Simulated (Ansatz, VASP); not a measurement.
## GaP: VASP beside Ansatz

INCAR

```
  PREC = Accurate
  ENCUT = 600
  EDIFF = 1E-6
  ISMEAR = 0
  SIGMA = 0.02
  LREAL = False
  LASPH = True
  NELM = 80
  ALGO = Normal
  ISIF = 3
  LWAVE = False
  LCHARG = False
  GGA = PS
  IBRION = 2
  NSW = 80
  EDIFFG = -0.01
```

Contents of KPOINTS:

```
Automatic mesh
0
Gamma
  8 8 8
```

POSCAR

```
GaP
1.0
    0.0000000000      2.7808916448      2.7808916448
    2.7808916448      0.0000000000      2.7808916448
    2.7808916448      2.7808916448      0.0000000000
Ga P
1 1
Direct
    0.0000000000      0.0000000000      0.0000000000
    0.2500000000      0.2500000000      0.2500000000
```

Input for Ansatz:

```yaml
crystal:
  lattice:
    - [0.0, 2.7808916448, 2.7808916448]
    - [2.7808916448, 0.0, 2.7808916448]
    - [2.7808916448, 2.7808916448, 0.0]
  atoms:
    - { symbol: Ga, position: [0.0, 0.0, 0.0] }
    - { symbol: P, position: [0.25, 0.25, 0.25] }
basis:
  ecutwfc: 420
kpoints:
  mp_grid: { grid: [8, 8, 8] }
hamiltonian:
  xc: pbesol
scf:
  occupations: { method: gaussian, width: 0.02 }
output:
  forces: true
  stress: true
  eigenvalues: true
relax:
  adjacent_minimum: "off"
  f_tol: 0.01
  max_steps: 60
  cell: { stress_tol: 0.1 }
```

Alike in both runs: task relaxation of cell and atoms; functional PBEsol; k mesh 8 × 8 × 8; occupations gaussian, width 0.02 eV; no spin polarisation.

```csv
,VASP,Ansatz
version,VASP 6.6.1,Ansatz 0.2.0
potentials or method,"VASP PAW PBE potentials, release 64 (Ga_d, P), cutoff 600 eV","scalar-relativistic, plane waves, PAW"
valence electrons in the cell,18,18
```

Ansatz gave:

```
gap on the k mesh at the Fermi level, each at its own relaxed structure (eV) : 1.50
relaxed volume (Å³/atom)                                                     : 20.11
relaxed cell length with the largest relative difference (Å)                 : 3.846
```

Problem. Estimate VASP's values.

Solution. gap on the k mesh at the Fermi level, each at its own relaxed structure (eV): 1.50; relaxed volume (Å³/atom): 20.09; relaxed cell length with the largest relative difference (Å): 3.844.

VASP's potentials were made for PBE, not for PBEsol.
